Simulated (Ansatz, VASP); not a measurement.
## One calculation of AlN, two programs

```
Al N
1.0
     3.28099    0.00000    0.00000
    -1.64049    2.84142    0.00000
     0.00000    0.00000    4.14394
Al N
2 2
Direct
  0.33333 0.66667 0.25000
  0.66667 0.33333 0.75000
  0.66667 0.33333 0.25000
  0.33333 0.66667 0.75000
```

Alike in both runs: task single point; functional PBE; k mesh 9 × 9 × 6; no spin polarisation.

|  | VASP | Ansatz |
| --- | --- | --- |
| version | VASP 6.6.1 | Ansatz 0.2.0 |
| potentials or method | VASP PAW PBE potentials, release 64 (Al, N) | plane waves, PAW |
| plane-wave cutoff (eV) | 520 | 420 |
| occupations | gaussian, width 0.01 eV | fixed |
| valence electrons in the cell | 16 | 16 |

VASP gave:

| Property | Result |
| --- | --- |
| gap on the k mesh at the Fermi level (eV) | 3.49 |
| pressure (GPa) | 6.4 |
| traceless stress, the component that is largest in VASP (GPa) | -0.71 |

**Question.** Estimate Ansatz's values.

**Answer.** gap on the k mesh at the Fermi level (eV): 3.48; pressure (GPa): 6.7; traceless stress, the component that is largest in VASP (GPa): -0.85.
